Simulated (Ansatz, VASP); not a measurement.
**Y2CdO4 in VASP and in Ansatz**

```
CELL_PARAMETERS angstrom
3.67486 0.00000 0.00000
-1.83743 3.18253 0.00000
0.00000 0.00000 9.59272
ATOMIC_POSITIONS crystal
Y 0.66667 0.33333 0.37701
Y 0.33333 0.66667 0.02632
Cd 0.00000 0.00000 0.71204
O 0.33333 0.66667 0.78659
O 0.33333 0.66667 0.26477
O 0.00000 0.00000 0.47928
O 0.00000 0.00000 0.02200
```

Change from the starting cell: species swapped into the ZnIn2S4 type (P3m1, No. 156).

Alike in both runs: functional PBE; k mesh 12 × 12 × 4; occupations gaussian, width 0.02 eV; no spin polarisation.

Ansatz relaxed the structure, and its values are those at the end. VASP's run is a single point on that final structure, the one shown.

|  | VASP | Ansatz |
| --- | --- | --- |
| version | VASP 6.6.1 | Ansatz 0.2.0 |
| potentials or method | VASP PAW PBE potentials, release 64 (Y_sv, Cd, O), cutoff 520 eV | scalar-relativistic, plane waves, PAW |
| valence electrons in the cell | 58 | 66 |

```csv
,VASP,Ansatz,Ansatz less VASP
gap on the k mesh at the Fermi level (eV),1.94,1.95,+0.005
least direct gap on the mesh (eV),1.94,1.95,+0.005
pressure (GPa),0.3,0.0,-0.26
rms of the force components (eV/Å),0.022,0.002,-0.0200
```

VASP's potentials hold 58 valence electrons a cell and Ansatz's 66, so a difference there can come from the potentials and not from the codes.
